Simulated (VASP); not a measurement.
Wanted: the native input for a VASP 6.6.1 run.

```yaml
Task: single point
Functional: PBEsol
Dispersion: D4
Potentials_or_basis: VASP PAW PBE potentials, release 64 (Li_sv)
Cutoff: 520 eV
k_mesh: 10 × 10 × 10
Occupations: tetrahedron
Spin: no spin polarisation
Dipole_correction: no
Further_INCAR_settings: ALGO = Normal; EDIFF = 1e-06; NBANDS = 8
```

The structure of Li lies in POSCAR:

```
Li
1.0
    0.0000000000      2.2020000000      2.2020000000
    2.2020000000      0.0000000000      2.2020000000
    2.2020000000      2.2020000000      0.0000000000
Li
1
Direct
    0.0000000000      0.0000000000      0.0000000000
```

One way to write it, as run:

INCAR

```
SYSTEM = Li
ALGO = Normal
EDIFF = 1E-6
ENCUT = 520
GGA = PS
ISIF = 2
ISMEAR = -5
IVDW = 13
LASPH = .True.
LCHARG = .False.
LREAL = .False.
LWAVE = .False.
NBANDS = 8
NELM = 100
PREC = Accurate
SIGMA = 0.05
```

KPOINTS

```
k-points
0
Gamma
  10 10 10
  0 0 0
```

Potentials or basis: VASP PAW PBE potentials, release 64 (Li_sv).

Launch:

```sh
$ cat potpaw_PBE.64/Li_sv/POTCAR > POTCAR
$ mpirun -np 1 vasp_std > vasp.out
```

It gave:

```json
{
  "Dispersion energy per atom": "-0.011 eV"
}
```

It took 6.2 s on 1 thread of Intel(R) Xeon(R) Platinum 8259CL CPU @ 2.50GHz (Skylake/Cascade Lake), with other jobs on the host, peak memory 0.13 GiB.
